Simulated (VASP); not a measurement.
# C in VASP: single point with PBE+D3(BJ)

Aim: the single point of C with PBE+D3(BJ).

Program: VASP 6.6.1. These are calculated values, not measurements. Logs are shortened: lines on timing, memory, paths and dates and some standing lists are left out, and cuts for length are marked.

### 1 The cell of the first run

The cell holds a slab with vacuum, 4 atoms: a = 2.466 Å, b = 2.466 Å, c = 17.500 Å, α = 90.00°, β = 90.00°, γ = 120.00°.

### 2 Single point, PBE+D3(BJ) (layers slid over each other, then relaxed in part)

File INCAR:

```
PREC     = Accurate       # precision mode
ENCUT    = 520            # plane-wave cutoff, eV
EDIFF    = 1E-6           # SCF threshold, eV
ISMEAR   = 0              # smearing method
SIGMA    = 0.1            # smearing width, eV
LREAL    = False          # projectors in reciprocal space
LASPH    = True           # aspherical terms in the spheres
NELM     = 60             # most SCF steps
ALGO     = Normal         # electronic algorithm
ISIF     = 2              # what is computed and relaxed
LWAVE    = False          # write WAVECAR
LCHARG   = True           # write CHGCAR
LDIPOL   = True         
IDIPOL   = 3            
DIPOL    = 0.5 0.5 0.359
GGA      = PE             # functional
IVDW     = 12             # dispersion correction
LELF     = True           # ELF
LVHAR    = True         
LVACPOTAV= True         
NBANDS   = 16             # bands
```

File KPOINTS:

```
Automatic mesh
0
Gamma
  15 15 1
```

File POSCAR:

```
C
1.0
    2.4656677093      0.0000000000      0.0000000000
   -1.2328338546      2.1353308736      0.0000000000
    0.0000000000      0.0000000000     17.5000661151
C
4
Direct
    0.6666666667      0.3333333333      0.2571417953
    0.3333333333      0.6666666667      0.2571401791
    1.3333333333      0.6666666667      0.4612626548
    1.6666666667      0.3333333333      0.4612627468
```

Potentials or basis: VASP PAW PBE potentials, release 64 (C).

The run is started by

```bash
> cat potpaw_PBE.64/C/POTCAR > POTCAR
> mpirun -np 1 vasp_std > vasp.out
```

OUTCAR:

```text
PREC = Accurate
   ENCUT = 520
   EDIFF = 1E-6
   ISMEAR = 0
   LREAL = False
   LASPH = True
   NELM = 60
   ISIF = 2
   GGA = PE
   IVDW = 12
 IVDW          = 12

 ion  position               nearest neighbor table
   1  0.667  0.333  0.257-   2 1.42   2 1.42   2 1.42
   2  0.333  0.667  0.257-   1 1.42   1 1.42   1 1.42
   3  0.333  0.667  0.461-   4 1.42   4 1.42   4 1.42
   4  0.667  0.333  0.461-   3 1.42   3 1.42   3 1.42

  LATTYP: Found a hexagonal cell.
 ALAT       =     2.4656677093
 C/A-ratio  =     7.0974957611

  Lattice vectors:

 A1 = (   2.4656677093,   0.0000000000,   0.0000000000)
 A2 = (  -1.2328338546,   2.1353308736,   0.0000000000)
 A3 = (   0.0000000000,   0.0000000000,  17.5000661151)

Analysis of symmetry for initial positions (statically):
=====================================================================
 Subroutine PRICEL returns:
 Original cell was already a primitive cell.

 Routine SETGRP: Setting up the symmetry group for a
 hexagonal supercell.

 Subroutine GETGRP returns: Found 24 space group operations
 (whereof 12 operations were pure point group operations)
 out of a pool of 24 trial point group operations.

The static configuration has the point symmetry C_6v.
 The point group associated with its full space group is D_6h.

Analysis of symmetry for dynamics (positions and initial velocities):
=====================================================================
 Subroutine PRICEL returns:
 Original cell was already a primitive cell.

 Routine SETGRP: Setting up the symmetry group for a
 hexagonal supercell.

 Subroutine GETGRP returns: Found 24 space group operations
 (whereof 12 operations were pure point group operations)
 out of a pool of 24 trial point group operations.

The dynamic configuration has the point symmetry C_6v.
 The point group associated with its full space group is D_6h.

 Subroutine INISYM returns: Found 24 space group operations
 (whereof 12 operations are pure point group operations),
 and found     1 'primitive' translations

----------------------------------------------------------------------------------------

                                     Primitive cell

  volume of cell :      92.1381

  direct lattice vectors                    reciprocal lattice vectors
     2.465667709  0.000000000  0.000000000     0.405569654  0.234155749  0.000000000
    -1.232833855  2.135330874  0.000000000     0.000000000  0.468311498  0.000000000
     0.000000000  0.000000000 17.500066115     0.000000000  0.000000000  0.057142641

  length of vectors
     2.465667709  2.465667709 17.500066115     0.468311498  0.468311498  0.057142641

  position of ions in fractional coordinates (direct lattice)
     0.666666667  0.333333333  0.257141795
[... 95 lines left out ...]
   EMIN   =  10.00;   EMAX   =-10.00  energy-range for DOS
   EFERMI =   0.00;   METHOD = LEGACY
   ISMEAR =     0;   SIGMA  =   0.10  broadening in eV -4-tet -1-fermi 0-gaus
   EFERMI_NEDOS =   21; number of points for ismear=-14 and -15
   IALGO  =     38    algorithm
   IMIX   =      4    mixing-type and parameters
     AMIX     =   0.40;   BMIX     =  1.00
     AMIX_MAG =   1.60;   BMIX_MAG =  1.00
  volume/ion in A,a.u.               =      23.03       155.44
  Fermi-wavevector in a.u.,A,eV,Ry     =   0.913345  1.725972 11.349976  0.834200
  Thomas-Fermi vector in A             =   2.037846
   LORBIT       =      0    0 simple, 1 ext, 2 COOP (PROOUT), +10 PAW based schemes
   GGA     = PE    functional components
   LHFCALC =     F    Hartree Fock is set to
   AEXX    =    0.0000 exact exchange contribution
   IVDW    =    12    specifies the selected vdW correction
   LEPSILON=     F    determine dielectric tensor
   LRPA    =     F    only Hartree local field effects (RPA)
 non-spin polarized calculation
 Gauss-broadening in eV      SIGMA  =   0.10
  energy-cutoff  :      520.00
  volume of cell :       92.14
 maximum number of plane-waves:      2521
   NGX =  9   NGY =  9   NGZ = 65

 dipolmoment           0.000000      0.000000      0.000121 electrons x Angstroem

 number of electron      15.9999997 magnetization

 dipolmoment           0.000000      0.000000     -0.000111 electrons x Angstroem

 Free energy of the ion-electron system (eV)
  ---------------------------------------------------
  ext. energy  EPLUGINS =         0.00000000
  ---------------------------------------------------
  free energy    TOTEN  =       -36.87982878 eV

  energy without entropy =      -36.87981877  energy(sigma->0) =      -36.87982378

 E-fermi :  -0.8226     XC(G=0):  -4.4694

 val. band max:       -1.0527964514   @ k =   0.3333   0.3333   0.0000
 cond. band min:      -0.5923510753   @ k =   0.3333   0.3333   0.0000
 fundamental gap:      0.4604453761
 Fermi energy:        -0.8225741906

 k-point     1 :       0.0000    0.0000    0.0000
  band No.  band energies     occupation
      1     -20.3901      2.00000
      2     -20.2986      2.00000
      3      -8.7894      2.00000
      4      -8.0831      2.00000
      5      -3.8663      2.00000
      6      -3.8663      2.00000
[... 433 lines left out ...]
      3     -13.5302      2.00000
      4     -13.4777      2.00000
      5      -9.6802      2.00000
      6      -9.6485      2.00000
[... 8 lines left out ...]
     15      10.9499      0.00000
     16      11.2507      0.00000

 [... further k-points ...]

------------------------ aborting loop because EDIFF is reached ----------------------------------------

 Edisp (eV)   -0.45926

 E8    (eV) :    -0.1364

  FORCE on cell =-STRESS in cart. coord.  units (eV):
  Direction    XX          YY          ZZ          XY          YZ          ZX
  --------------------------------------------------------------------------------------
  -------------------------------------------------------------------------------------
  Total       0.10768     0.10768    -0.02636     0.00000    -0.00000     0.00000
  in kB       1.87245     1.87245    -0.45845     0.00000    -0.00000     0.00000
  external pressure =        1.10 kB  Pullay stress =        0.00 kB

 VOLUME and BASIS-vectors are now :
 -----------------------------------------------------------------------------
  energy-cutoff  :      520.00
  volume of cell :       92.14
      direct lattice vectors                 reciprocal lattice vectors
     2.465667709  0.000000000  0.000000000     0.405569654  0.234155749  0.000000000
    -1.232833855  2.135330874  0.000000000     0.000000000  0.468311498  0.000000000
     0.000000000  0.000000000 17.500066115     0.000000000  0.000000000  0.057142641

 POSITION                                       TOTAL-FORCE (eV/Angst)
 -----------------------------------------------------------------------------------
      1.23283      0.71178      4.50000        -0.000000      0.000000      0.000257
     -0.00000      1.42355      4.49997         0.000000     -0.000000      0.000257
     -0.00000      1.42355      8.07213         0.000000      0.000000     -0.000257
      1.23283      0.71178      8.07213        -0.000000      0.000000     -0.000257
 -----------------------------------------------------------------------------------
    total drift:                                0.000000      0.000000     -0.025249

  FREE ENERGIE OF THE ION-ELECTRON SYSTEM (eV)
  ---------------------------------------------------
  free  energy   TOTEN  =       -37.3390886264 eV

  energy  without entropy=      -37.3390786190  energy(sigma->0) =      -37.33908362

 vacuum level on the upper side and lower side of the slab         3.438         3.442
```

stdout:

```text
POSCAR found type information on POSCAR C
 POSCAR found :  1 types and       4 ions
 scaLAPACK will be used
 LDA part: xc-table for (Slater+PW92), standard interpolation
 POSCAR, INCAR and KPOINTS ok, starting setup
 FFT: planning ... GRIDC
 FFT: planning ... GRID_SOFT
 FFT: planning ... GRID
 WAVECAR not read
 entering main loop
 -----------------------------------------------------------------------------
|                                                                             |
|           W    W    AA    RRRRR   N    N  II  N    N   GGGG   !!!           |
|           W    W   A  A   R    R  NN   N  II  NN   N  G    G  !!!           |
|           W    W  A    A  R    R  N N  N  II  N N  N  G       !!!           |
|           W WW W  AAAAAA  RRRRR   N  N N  II  N  N N  G  GGG   !            |
|           WW  WW  A    A  R   R   N   NN  II  N   NN  G    G                |
|           W    W  A    A  R    R  N    N  II  N    N   GGGG   !!!           |
|                                                                             |
|     Did not find any points to average over, which means that no vacuum     |
|     field-free region was found. Please increase the size of  your cell     |
|     in the dimension of the dipole correction to obtain accurate            |
|     workfunction values.                                                    |
|                                                                             |
 -----------------------------------------------------------------------------
```

It took 33 s on 1 thread of Intel Xeon 6975P-C (Granite Rapids), shared host; peak memory 0.2 GiB.

What came out:

* Free energy: -37.3391 eV
* Dispersion energy per atom: -0.115 eV

Caveat: the cell differs from its parent crystal (layers slid over each other, then relaxed in part).
